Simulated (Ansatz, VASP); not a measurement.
# CsH3: VASP beside Ansatz

```xyz
8
Lattice="4.2857 -0.0015 -0.0039 -2.1368 4.8073 0.0607 -2.1399 -1.1725 7.7000" Properties=species:S:1:pos:R:3 pbc="T T T"
Cs    2.1447    1.0994    1.8539
Cs   -2.1367    2.9171    5.7363
H     0.0049    3.0516    3.2963
H    -2.1399    0.0629    7.1178
H     2.1491    3.7357    0.5543
H     0.0052    0.7456    4.3765
H     0.0047    1.4598    4.0463
H     2.1487    4.4500    0.2241
```

Change from the starting cell: the structure that the rattled cell fell into.

Alike in both runs: functional PBE; k mesh 6 × 6 × 4; occupations gaussian, width 0.02 eV; no spin polarisation.

Ansatz relaxed the structure, and its values are those at the end. VASP's run is a single point on that final structure, the one shown.

|  | VASP | Ansatz |
| --- | --- | --- |
| version | VASP 6.6.1 | Ansatz 0.2.0 |
| potentials or method | VASP PAW PBE potentials, release 64 (Cs_sv, H), cutoff 520 eV | scalar-relativistic, plane waves, PAW |
| valence electrons in the cell | 24 | 24 |

|  | VASP | Ansatz | Ansatz less VASP |
| --- | --- | --- | --- |
| gap on the k mesh at the Fermi level (eV) | 3.07 | 3.08 | +0.008 |
| least direct gap on the mesh (eV) | 3.23 | 3.24 | +0.011 |
| pressure (GPa) | 0.0 | 0.0 | +0.05 |

With one functional, cell and mesh, what is left measures potentials, basis and numerics.

Spin-orbit coupling is off throughout.
